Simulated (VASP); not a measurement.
# Mg2SO (R-3m) in VASP: settings compared

The runs below take Mg2SO through single point, with PBE, r2SCAN.

Program: VASP 6.6.1. These are calculated values, not measurements. Logs are shortened: lines on timing, memory, paths and dates and some standing lists are left out, and cuts for length are marked.

**1. The cell of the first run**

It takes space group R-3m (No. 166, trigonal). The conventional cell has a = 3.186 Å, b = 3.186 Å, c = 15.731 Å, α = 90.00°, β = 90.00°, γ = 120.00°. Within 2.8 Å of O (site symmetry -3m) lie 6 Mg at 2.15 Å. Within 3.3 Å of S (site symmetry -3m) lie 6 Mg at 2.38 Å and 6 S at 3.19 Å and 6 O at 3.20 Å. Within 2.9 Å of Mg (site symmetry 3m) lie 3 O at 2.15 Å and 3 S at 2.38 Å and 3 Mg at 2.88 Å.

**2. Single point, PBE (strain -4.6%)**

Input file INCAR:

```
SYSTEM = Mg2SO
  ALGO = Normal
  EDIFF = 1E-7
  ENCUT = 520
  GGA = PE
  ISIF = 2
  ISMEAR = -1
  LASPH = .TRUE.
  LCHARG = .TRUE.
  LELF = .TRUE.
  LREAL = .FALSE.
  LVHAR = .TRUE.
  LWAVE = .FALSE.
  NBANDS = 16
  NELM = 60
  PREC = Accurate
  SIGMA = 0.02
```

Input file KPOINTS:

```
k-points
0
G
  10 10 10
  0 0 0
```

Input file POSCAR:

```
Mg2SO
1.0
    1.5928104703      0.9196095538      5.2435042396
   -1.5928104703      0.9196095538      5.2435042396
    0.0000000000     -1.8392191076      5.2435042396
O S Mg
1 1 2
Direct
    1.0000000000      0.0000000000      0.0000000000
    0.5000000000      0.5000000000      0.5000000000
    0.2626835052      0.2626835052      0.2626835052
    0.7373164948      0.7373164948      0.7373164948
```

Potentials or basis: VASP PAW PBE potentials, release 64 (O, S, Mg).

Command:

```bash
$ cat potpaw_PBE.64/O/POTCAR potpaw_PBE.64/S/POTCAR potpaw_PBE.64/Mg/POTCAR > POTCAR
$ mpirun -np 1 vasp_std > vasp.out
```

OUTCAR:

```text
SYSTEM = Mg2SO
   EDIFF = 1E-7
   ENCUT = 520
   GGA = PE
   ISIF = 2
   ISMEAR = -1
   LASPH = .TRUE.
   LREAL = .FALSE.
   NELM = 60
   PREC = Accurate

 ion  position               nearest neighbor table
   1  0.000  0.000  0.000-   4 2.15   4 2.15   3 2.15   3 2.15   4 2.15   3 2.15
   2  0.500  0.500  0.500-   3 2.38   3 2.38   4 2.38   4 2.38   3 2.38   4 2.38
   3  0.263  0.263  0.263-   1 2.15   1 2.15   1 2.15   2 2.38   2 2.38   2 2.38   4 2.88   4 2.88
                             4 2.88   4 3.54   4 3.54   4 3.54
   4  0.737  0.737  0.737-   1 2.15   1 2.15   1 2.15   2 2.38   2 2.38   2 2.38   3 2.88   3 2.88
                             3 2.88   3 3.54   3 3.54   3 3.54

  LATTYP: Found a trigonal (rhomboedric) cell.
 ALAT       =     5.5567133844
 COS(alpha) =     0.8356679752

  Lattice vectors:

 A1 = (   1.5928104703,   0.9196095538,   5.2435042396)
 A2 = (  -1.5928104703,   0.9196095538,   5.2435042396)
 A3 = (   0.0000000000,  -1.8392191076,   5.2435042396)

Analysis of symmetry for initial positions (statically):
=====================================================================
 Subroutine PRICEL returns:
 Original cell was already a primitive cell.

 Routine SETGRP: Setting up the symmetry group for a
 trigonal (rhombohedral) supercell.

 Subroutine GETGRP returns: Found 12 space group operations
 (whereof 12 operations were pure point group operations)
 out of a pool of 12 trial point group operations.

The static configuration has the point symmetry D_3d.

Analysis of symmetry for dynamics (positions and initial velocities):
=====================================================================
 Subroutine PRICEL returns:
 Original cell was already a primitive cell.

 Routine SETGRP: Setting up the symmetry group for a
 trigonal (rhombohedral) supercell.

 Subroutine GETGRP returns: Found 12 space group operations
 (whereof 12 operations were pure point group operations)
 out of a pool of 12 trial point group operations.

The dynamic configuration has the point symmetry D_3d.

 Subroutine INISYM returns: Found 12 space group operations
 (whereof 12 operations are pure point group operations),
 and found     1 'primitive' translations

----------------------------------------------------------------------------------------

                                     Primitive cell

  volume of cell :      46.0830

  direct lattice vectors                    reciprocal lattice vectors
     1.592810470  0.919609554  5.243504240     0.313910543  0.181236337  0.063570719
    -1.592810470  0.919609554  5.243504240    -0.313910543  0.181236337  0.063570719
     0.000000000 -1.839219108  5.243504240     0.000000000 -0.362472673  0.063570719

  length of vectors
     5.556713384  5.556713384  5.556713384     0.368004993  0.368004993  0.368004993

  position of ions in fractional coordinates (direct lattice)
     0.000000000  0.000000000  0.000000000
     0.500000000  0.500000000  0.500000000
     0.262683505  0.262683505  0.262683505
     0.737316495  0.737316495  0.737316495

  ion indices of the primitive-cell ions
   primitive index   ion index
                 1           1
                 2           2
                 3           3
                 4           4

----------------------------------------------------------------------------------------

 KPOINTS: k-points

Automatic generation of k-mesh.
 Grid dimensions read from file:
 generate k-points for:   10   10   10

 Generating k-lattice:

  Cartesian coordinates                     Fractional coordinates (reciprocal lattice)
     0.031391054  0.018123634  0.006357072     0.100000000  0.000000000  0.000000000
    -0.031391054  0.018123634  0.006357072     0.000000000  0.100000000  0.000000000
     0.000000000 -0.036247267  0.006357072     0.000000000  0.000000000  0.100000000

  Length of vectors
     0.036800499  0.036800499  0.036800499

  Shift w.r.t. Gamma in fractional coordinates (k-lattice)
     0.000000000  0.000000000  0.000000000

 Subroutine IBZKPT returns following result:
 ===========================================

 Found    116 irreducible k-points:

 Following reciprocal coordinates:
            Coordinates               Weight
  0.000000  0.000000  0.000000      1.000000
  0.100000  0.000000  0.000000      6.000000
  0.200000  0.000000  0.000000      6.000000
  0.300000  0.000000 -0.000000      6.000000
  0.400000  0.000000  0.000000      6.000000
  0.500000  0.000000  0.000000      3.000000
[... 16 lines left out ...]
  0.300000  0.300000 -0.000000      6.000000
  0.400000  0.300000  0.000000     12.000000
 [... further k-points ...]
   k-points           NKPTS =    116   k-points in BZ     NKDIM =    116   number of bands    NBANDS=     16
   number of dos      NEDOS =    301   number of ions     NIONS =      4
   total plane-waves  NPLWV =  74088
   dimension x,y,z NGX =    42 NGY =   42 NGZ =   42
   dimension x,y,z NGXF=    84 NGYF=   84 NGZF=   84
[... 36 lines left out ...]
  Thomas-Fermi vector in A             =   2.287290
   LORBIT       =      0    0 simple, 1 ext, 2 COOP (PROOUT), +10 PAW based schemes
   GGA     = PE    functional components
   LHFCALC =     F    Hartree Fock is set to
   AEXX    =    0.0000 exact exchange contribution
   IVDW    =     0    specifies the selected vdW correction
   LEPSILON=     F    determine dielectric tensor
   LRPA    =     F    only Hartree local field effects (RPA)
 non-spin polarized calculation
  energy-cutoff  :      520.00
  volume of cell :       46.08
 maximum number of plane-waves:      1253
 NGX is ok and might be reduce to    42
   NGX = 21   NGY = 21   NGZ = 21

 number of electron      15.9999999 magnetization

 Free energy of the ion-electron system (eV)
  ---------------------------------------------------
  ext. energy  EPLUGINS =         0.00000000
  ---------------------------------------------------
  free energy    TOTEN  =       -19.00696059 eV

  energy without entropy =      -19.00696059  energy(sigma->0) =      -19.00696059

 E-fermi :   7.1665     XC(G=0): -10.9038

 val. band max:        6.7115634725   @ k =   0.0000   0.0000   0.0000
 cond. band min:       7.9179436319   @ k =   0.0000   0.0000   0.0000
 fundamental gap:      1.2063801594
 Fermi energy:         7.1665369332

 k-point     1 :       0.0000    0.0000    0.0000
  band No.  band energies     occupation
      1     -12.7600      2.00000
      2      -7.4767      2.00000
      3      -0.5712      2.00000
      4       2.8224      2.00000
      5       2.8224      2.00000
      6       4.6065      2.00000
[... 8 lines left out ...]
     15      16.2174      0.00000
     16      18.1293      0.00000

 k-point     2 :       0.1000    0.0000    0.0000
  band No.  band energies     occupation
      1     -12.7053      2.00000
      2      -7.3616      2.00000
      3      -0.4200      2.00000
      4       2.4380      2.00000
      5       2.7666      2.00000
      6       4.5270      2.00000
[... 8 lines left out ...]
     15      16.3117      0.00000
     16      17.8260      0.00000

 k-point     3 :       0.2000    0.0000    0.0000
  band No.  band energies     occupation
      1     -12.5587      2.00000
      2      -7.0294      2.00000
      3       0.0133      2.00000
      4       1.6213      2.00000
      5       2.6255      2.00000
      6       4.1879      2.00000
[... 8 lines left out ...]
     15      17.1055      0.00000
     16      17.5745      0.00000

 k-point     4 :       0.3000    0.0000   -0.0000
  band No.  band energies     occupation
      1     -12.3706      2.00000
      2      -6.5355      2.00000
      3       0.6046      2.00000
      4       0.8829      2.00000
      5       2.4602      2.00000
      6       2.4603      2.00000
[... 8 lines left out ...]
     15      18.0290      0.00000
     16      18.8272      0.00000
[... 324 lines left out ...]
 k-point    22 :      -0.2000    0.2000    0.0000
  band No.  band energies     occupation
      1     -12.2846      2.00000
      2      -6.2513      2.00000
      3       0.7480      2.00000
      4       0.8524      2.00000
      5       1.9887      2.00000
      6       2.2075      2.00000
[... 8 lines left out ...]
     15      18.0188      0.00000
     16      18.7074      0.00000

 k-point    23 :       0.3000    0.3000   -0.0000
  band No.  band energies     occupation
      1     -12.3661      2.00000
      2      -6.5456      2.00000
      3       0.1818      2.00000
      4       1.1418      2.00000
      5       2.4295      2.00000
      6       2.5958      2.00000
[... 8 lines left out ...]
     15      18.7758      0.00000
     16      19.0635      0.00000

 k-point    24 :       0.4000    0.3000    0.0000
  band No.  band energies     occupation
      1     -12.2594      2.00000
      2      -6.1923      2.00000
      3       0.0117      2.00000
      4       0.9013      2.00000
      5       2.1000      2.00000
      6       2.5440      2.00000
[... 8 lines left out ...]
     15      18.4758      0.00000
     16      19.6167      0.00000

 [... further k-points ...]
[... 5 lines left out ...]
  --------------------------------------------------------------------------------------
  -------------------------------------------------------------------------------------
  Total        6.3000810      6.3000810      6.5572339      0.0000000      0.0000000     -0.0000000
  in kB      219.0363848    219.0363848    227.9768810      0.0000000      0.0000000     -0.0000000
  external PRESSURE =     222.0165502 kB  Pullay stress =       0.0000000 kB

 VOLUME and BASIS-vectors are now :
 -----------------------------------------------------------------------------
  energy-cutoff  :      520.00
  volume of cell :       46.08
      direct lattice vectors                 reciprocal lattice vectors
     1.592810470  0.919609554  5.243504240     0.313910543  0.181236337  0.063570719
    -1.592810470  0.919609554  5.243504240    -0.313910543  0.181236337  0.063570719
     0.000000000 -1.839219108  5.243504240     0.000000000 -0.362472673  0.063570719

 POSITION                                       TOTAL-FORCE (eV/Angst)
 -----------------------------------------------------------------------------------
      0.00000      0.00000      0.00000         0.000000     -0.000000      0.000000
      0.00000      0.00000      7.86526         0.000000     -0.000000      0.000000
      0.00000      0.00000      4.13215         0.000000      0.000000     -0.017502
      0.00000      0.00000     11.59837         0.000000      0.000000      0.017502
 -----------------------------------------------------------------------------------
    total drift:                                0.000000     -0.000000     -0.000000

  FREE ENERGIE OF THE ION-ELECTRON SYSTEM (eV)
  ---------------------------------------------------
  free  energy   TOTEN  =       -19.0069605928 eV

  energy  without entropy=      -19.0069605928  energy(sigma->0) =      -19.00696059
```

It took 3.8 min on 1 thread of Intel Xeon Platinum 8488C (Sapphire Rapids), shared host; peak memory 0.3 GiB.

Results:

```yaml
Free_energy: -19.0070 eV
Pressure: 22.2 GPa
Largest_force: 0.018 eV/Å
Band_gap_on_the_k_mesh: 1.21 eV
```

Forces on the atoms (eV/Å):
```
O    0.000  0.000  0.000
S    0.000  0.000  0.000
Mg   0.000  0.000 -0.018
Mg   0.000  0.000  0.018
```

Caveat: the cell differs from its parent crystal (strain -4.6%); the cell stands under pressure.

**3. Single point, PBE (epitaxial xy strain -3.5%)**

Input file INCAR:

```
PREC = Accurate ; ENCUT = 520
EDIFF = 1E-6 ; ISMEAR = -1
SIGMA = 0.02 ; LREAL = False
LASPH = True ; NELM = 100
ALGO = Normal ; ISIF = 2
LWAVE = False ; LCHARG = False
GGA = PE ; NBANDS = 16
```

Input file KPOINTS:

```
regular mesh
0
Gamma
  10 10 10
```

Input file POSCAR:

```
Mg2SO
1.0
    1.6115140531      0.9304080724      5.5810405267
   -1.6115140531      0.9304080724      5.5810405267
    0.0000000000     -1.8608161447      5.5810405267
O S Mg
1 1 2
Direct
    1.0000000000      0.0000000000      0.0000000000
    0.5000000000      0.5000000000      0.5000000000
    0.2620368089      0.2620368089      0.2620368089
    0.7379631911      0.7379631911      0.7379631911
```

Potentials or basis: VASP PAW PBE potentials, release 64 (O, S, Mg).

Command:

```bash
$ cat potpaw_PBE.64/O/POTCAR potpaw_PBE.64/S/POTCAR potpaw_PBE.64/Mg/POTCAR > POTCAR
$ mpirun -np 1 vasp_std > vasp.out
```

It took 5 min on 1 thread of Intel Xeon Platinum 8488C (Sapphire Rapids), shared host; peak memory 0.37 GiB.

It converged, with:

```
Free energy            : -19.3541 eV
Pressure               : 8.6 GPa
Largest force          : 0.014 eV/Å
Band gap on the k mesh : 0.64 eV
```

Forces on the atoms (eV/Å):
```
O    0.000  0.000  0.000
S    0.000  0.000  0.000
Mg   0.000  0.000 -0.014
Mg   0.000  0.000  0.014
```

Stress tensor (GPa, compression positive):
```
11.57  0.00  0.00
 0.00 11.57  0.00
 0.00  0.00  2.73
```

Levels at points of the mesh, in eV from the valence-band top:
| k point | band 5 | band 6 | band 7 | band 8 | band 9 | band 10 | band 11 | band 12 |
| --- | --- | --- | --- | --- | --- | --- | --- | --- |
| (0.00, 0.00, 0.00) | -3.72 | -2.54 | 0.00 | 0.00 | 0.64 | 6.32 | 8.22 | 8.46 |
| (0.50, 0.00, 0.00) | -4.64 | -4.25 | -3.89 | -1.48 | 4.04 | 4.96 | 5.21 | 5.99 |
| (0.50, 0.50, 0.00) | -4.28 | -3.98 | -2.74 | -1.40 | 2.45 | 3.80 | 4.55 | 7.79 |
| (0.50, 0.50, 0.50) | -3.71 | -3.71 | -0.04 | -0.04 | 2.65 | 5.32 | 6.56 | 8.62 |

Caveat: the cell differs from its parent crystal (epitaxial xy strain -3.5%); the cell stands under pressure. A k mesh can miss the band edges.

**4. Single point, r2SCAN (strain -4.6%)**

Input file POSCAR:

```
Mg2SO
1.0
    1.5928104703      0.9196095538      5.2435042396
   -1.5928104703      0.9196095538      5.2435042396
    0.0000000000     -1.8392191076      5.2435042396
O S Mg
1 1 2
Direct
    1.0000000000      0.0000000000      0.0000000000
    0.5000000000      0.5000000000      0.5000000000
    0.2626835052      0.2626835052      0.2626835052
    0.7373164948      0.7373164948      0.7373164948
```

Input file INCAR.step1:

```
ALGO = Normal
EDIFF = 1E-4
ENCUT = 520
GGA = PE
ISMEAR = 0
LASPH = T
LCHARG = F
LREAL = F
LWAVE = T
NBANDS = 16
NELM = 80
PREC = Accurate
SIGMA = 0.01
```

Input file INCAR.step2:

```
ALGO = Normal
EDIFF = 1E-6
ENCUT = 520
ISIF = 2
ISMEAR = 0
ISTART = 1
LASPH = T
LCHARG = F
LMIXTAU = T
LREAL = F
LWAVE = F
METAGGA = R2SCAN
NBANDS = 16
NELM = 80
PREC = Accurate
SIGMA = 0.01
```

Input file KPOINTS:

```
k-points
0
Gamma
  10 10 10
```

Command:

```bash
$ cat potpaw_PBE.64/O/POTCAR potpaw_PBE.64/S/POTCAR potpaw_PBE.64/Mg/POTCAR > POTCAR
$ cp INCAR.step1 INCAR
$ mpirun -np 1 vasp_std > vasp.out
$ cp INCAR.step2 INCAR
$ mpirun -np 1 vasp_std > vasp.out
```

Wall time 13 min (1 thread of Intel Xeon Platinum 8488C (Sapphire Rapids), shared host); peak memory 0.34 GiB.

The run converged. Its results:

* Free energy: -30.2589 eV
* Pressure: 19.3 GPa
* Largest force: 0.004 eV/Å
* Band gap on the k mesh: 1.82 eV

Forces on the atoms (eV/Å):
```
O    0.000  0.000  0.000
S    0.000  0.000  0.000
Mg   0.000  0.000 -0.004
Mg   0.000  0.000  0.004
```

Stress tensor (GPa, compression positive):
```
19.11  0.00  0.00
 0.00 19.11  0.00
 0.00  0.00 19.67
```

Levels at points of the mesh, in eV from the valence-band top:
| k point | band 6 | band 7 | band 8 | band 9 | band 10 | band 11 |
| --- | --- | --- | --- | --- | --- | --- |
| (0.00, 0.00, 0.00) | -2.23 | 0.00 | 0.00 | 1.82 | 7.51 | 8.98 |
| (0.50, 0.00, 0.00) | -4.63 | -4.00 | -1.63 | 5.20 | 5.74 | 6.42 |
| (0.50, 0.50, 0.00) | -3.99 | -2.62 | -1.50 | 3.59 | 4.44 | 5.66 |
| (0.50, 0.50, 0.50) | -4.07 | -0.08 | -0.08 | 3.94 | 6.28 | 8.62 |

Caveat: the cell differs from its parent crystal (strain -4.6%); the cell stands under pressure; the PAW data sets were made with another functional, which shifts forces and pressure a little. A k mesh can miss the band edges.

**5. Single point, r2SCAN (epitaxial xy strain -3.5%)**

Input file POSCAR:

```
Mg2SO
1.0
    1.6115140531      0.9304080724      5.5810405267
   -1.6115140531      0.9304080724      5.5810405267
    0.0000000000     -1.8608161447      5.5810405267
O S Mg
1 1 2
Direct
    1.0000000000      0.0000000000      0.0000000000
    0.5000000000      0.5000000000      0.5000000000
    0.2620368089      0.2620368089      0.2620368089
    0.7379631911      0.7379631911      0.7379631911
```

Input file INCAR.step1:

```
PREC = Accurate ; ENCUT = 520
ISMEAR = 0 ; SIGMA = 0.01
LREAL = False ; LASPH = True
NELM = 100 ; NBANDS = 16
GGA = PE ; ALGO = Normal
EDIFF = 1E-4 ; LWAVE = True
LCHARG = False
```

Input file INCAR.step2:

```
PREC = Accurate ; ENCUT = 520
EDIFF = 1E-7 ; ISMEAR = 0
SIGMA = 0.01 ; LREAL = False
LASPH = True ; NELM = 100
ALGO = Normal ; ISIF = 2
LWAVE = False ; LCHARG = True
METAGGA = R2SCAN ; LMIXTAU = True
LELF = True ; LVHAR = True
NBANDS = 16 ; ISTART = 1
```

Input file KPOINTS:

```
regular mesh
0
Gamma
  10 10 10
```

Command:

```bash
$ cat potpaw_PBE.64/O/POTCAR potpaw_PBE.64/S/POTCAR potpaw_PBE.64/Mg/POTCAR > POTCAR
$ cp INCAR.step1 INCAR
$ mpirun -np 1 vasp_std > vasp.out
$ cp INCAR.step2 INCAR
$ mpirun -np 1 vasp_std > vasp.out
```

It took 18 min on 1 thread of Intel Xeon Platinum 8488C (Sapphire Rapids), shared host; peak memory 0.42 GiB.

It converged, with:

| Quantity | Value |
| --- | --- |
| Free energy | -30.5251 eV |
| Pressure | 5.9 GPa |
| Largest force | 0.005 eV/Å |
| Band gap on the k mesh | 1.25 eV |

Forces in eV/Å, atoms in the order of the input:
```
O    0.000  0.000  0.000
S    0.000  0.000  0.000
Mg   0.000  0.000 -0.005
Mg   0.000  0.000  0.005
```

Stress tensor (GPa, compression positive):
```
 9.17  0.00  0.00
 0.00  9.17  0.00
 0.00  0.00 -0.78
```

Levels at points of the mesh, in eV from the valence-band top:
```csv
k point,band 5,band 6,band 7,band 8,band 9,band 10,band 11,band 12
"(0.00, 0.00, 0.00)",-3.92,-2.68,0.00,0.00,1.25,7.19,8.87,9.06
"(0.50, 0.00, 0.00)",-4.82,-4.45,-4.00,-1.53,4.63,5.52,5.94,6.71
"(0.50, 0.50, 0.00)",-4.48,-4.16,-2.89,-1.45,3.04,4.37,5.22,8.71
"(0.50, 0.50, 0.50)",-3.91,-3.91,-0.05,-0.05,3.27,5.88,7.51,9.21
```

Caveat: the cell differs from its parent crystal (epitaxial xy strain -3.5%); the cell stands under pressure; the PAW data sets were made with another functional, which shifts forces and pressure a little.

**6. The runs side by side**

```tsv
level	cell	smearing	gap on the mesh (eV)	pressure (GPa)	largest force (eV/Å)
PBE	a = 5.557 Å, angles 33.3°, 4 atoms	fermi-dirac 0.02 eV	1.21	22.2	0.02
PBE	a = 5.883 Å, angles 31.8°, 4 atoms	fermi-dirac 0.02 eV	0.64	8.6	0.01
r2SCAN	a = 5.557 Å, angles 33.3°, 4 atoms	gaussian 0.01 eV	1.82	19.3	-
r2SCAN	a = 5.883 Å, angles 31.8°, 4 atoms	gaussian 0.01 eV	1.25	5.9	-
```

Alike in all rows: task single point; potentials or basis VASP PAW PBE potentials, release 64 (O, S, Mg); no spin polarisation; k mesh 10 × 10 × 10; cutoff (eV) 520.

Caveats: the cell stands under pressure; the PAW data sets were made with another functional, which shifts forces and pressure a little (at least some runs).

Total energies depend on the potentials used, so only differences within one code and one set of settings carry meaning.
